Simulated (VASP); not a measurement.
Cl, 1 atom in the cell. The structure is hexagonal, space group P6/mmm (No. 191). The conventional cell has a = 3.854 Å, b = 3.854 Å, c = 2.271 Å, α = 90.00°, β = 90.00°, γ = 120.00°. Within 3.0 Å of Cl (site symmetry 6/mmm) lie 2 Cl at 2.27 Å. 

```yaml
Program: VASP 6.6.1
Task: relaxation of shape and atoms at fixed volume
Functional: PBE
Potentials_or_basis: VASP PAW PBE potentials, release 64 (Cl)
Cutoff: 600 eV
k_mesh: 14 × 14 × 13
Occupations: fermi-dirac, width 0.1 eV
Spin: no spin polarisation
Dipole_correction: no
Further_INCAR_settings: ALGO = Normal; EDIFF = 1e-06; IBRION = 2; EDIFFG = -0.005; NSW = 50; ISIF = 4
```

Potentials or basis: VASP PAW PBE potentials, release 64 (Cl).

The run is started by

```bash
$ cat potpaw_PBE.64/Cl/POTCAR > POTCAR
$ mpirun -np 1 vasp_std > vasp.out
```

Hardware: 1 thread of Intel(R) Xeon(R) Platinum 8375C CPU @ 2.90GHz (Ice Lake) (shared host).

Q: How long does it take, and how much memory?

A: Wall time 39 s on 1 thread of Intel(R) Xeon(R) Platinum 8375C CPU @ 2.90GHz (Ice Lake), with other jobs on the host, peak memory 0.17 GiB. Counts: scf iterations 23, k points 168, ion steps 3.
